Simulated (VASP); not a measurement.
Runs of VASP 6.6.1 on SiHgRh. The structure is that of space group P-6m2 (No. 187), or close to it. The cells are those of the table. The cell was generated, and may not be a known phase.

| task | cell | k mesh | cutoff (eV) | gap on the mesh (eV) | pressure (GPa) | relaxed volume (Å³/atom) |
| --- | --- | --- | --- | --- | --- | --- |
| single point | a = 4.086, b = 4.086, c = 3.571 Å, angles 90.0, 90.0, 120.0°, 3 atoms | 12 × 12 × 14 | 520 | none | 0.5 | - |
| single point | a = 4.077, b = 4.077, c = 3.599 Å, angles 90.0, 90.0, 120.0°, 3 atoms | 6 × 6 × 6 | 520 | none | 0.5 | - |
| single point | a = 4.077, b = 4.077, c = 3.599 Å, angles 90.0, 90.0, 120.0°, 3 atoms | 6 × 6 × 4 | 520 | none | 0.4 | - |
| relaxation of cell and atoms | relaxed from a = 4.077, b = 4.077, c = 3.599 Å, angles 90.0, 90.0, 120.0°, 3 atoms | 12 × 12 × 14 | 600 | none | 0.0 | 17.31 |
| relaxation of cell and atoms | relaxed from a = 4.077, b = 4.077, c = 3.599 Å, angles 90.0, 90.0, 120.0°, 3 atoms | 6 × 6 × 6 | 600 | none | 0.0 | 17.33 |
| single point | a = 4.092, b = 4.092, c = 4.041 Å, angles 90.0, 90.0, 120.0°, 3 atoms | 6 × 6 × 4 | 520 | none | (a) | - |
| relaxation of cell and atoms | relaxed from a = 4.092, b = 4.092, c = 4.041 Å, angles 90.0, 90.0, 120.0°, 3 atoms | 6 × 6 × 4 | 600 | none | 0.0 | 17.33 |

Alike in all rows: level PBE; potentials or basis VASP PAW PBE potentials, release 64 (Si, Hg, Rh_pv); no spin polarisation; smearing gaussian 0.1 eV.

Q: Estimate the missing entries.

A: (a) -6.8.

Caveats: some runs use coarse meshes; spin-orbit coupling is left out, which moves the levels of the heavy elements.

A k mesh can miss the band edges, and the runs leave out spin-orbit coupling on Hg, Rh.

A gap of «none» marks levels without a gap at the run's occupations.
